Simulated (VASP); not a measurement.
Runs of VASP 6.6.1 on Hf. The structure is that of space group I4/mmm (No. 139), or close to it. The cells are those of the table. 

| cell | further INCAR settings | gap on the mesh (eV) | pressure (GPa) |
| --- | --- | --- | --- |
| a = 3.177 Å, angles 117.3, 117.3, 94.8°, 1 atom | ALGO = Fast; EDIFF = 1e-06; NBANDS = 11 | none | -8.5 |
| a = 3.243 Å, angles 100.0, 100.0, 130.6°, 1 atom | ALGO = Fast; EDIFF = 1e-07; NBANDS = 11 | none | (b) |
| a = 3.150 Å, angles 114.7, 114.7, 99.4°, 1 atom | ALGO = Fast; EDIFF = 1e-07; NBANDS = 11 | none | -8.6 |
| a = 3.133 Å, angles 112.1, 112.1, 104.2°, 1 atom | ALGO = Fast; EDIFF = 1e-07; NBANDS = 11 | none | -9.0 |
| a = 3.131 Å, angles 107.3, 107.3, 113.9°, 1 atom | ALGO = Fast; EDIFF = 1e-07; NBANDS = 11 | none | (a) |
| a = 3.167 Å, angles 103.5, 103.5, 122.2°, 1 atom | ALGO = Fast; EDIFF = 1e-06; NBANDS = 11 | none | -8.7 |

Alike in all rows: task single point; level PBEsol; potentials or basis VASP PAW PBE potentials, release 64 (Hf_pv); no spin polarisation; k mesh 20 × 20 × 20; cutoff (eV) 520; smearing gaussian 0.15 eV.

**Question.** Estimate the missing entries.

**Answer.** (a) -9.2; (b) -5.2.

Caveats: the cell stands under tension; the PAW data sets were made with another functional, which shifts forces and pressure a little; spin-orbit coupling is left out, which moves the levels of the heavy elements.

A k mesh can miss the band edges, and the runs leave out spin-orbit coupling on Hf.

A gap of «none» marks levels without a gap at the run's occupations.
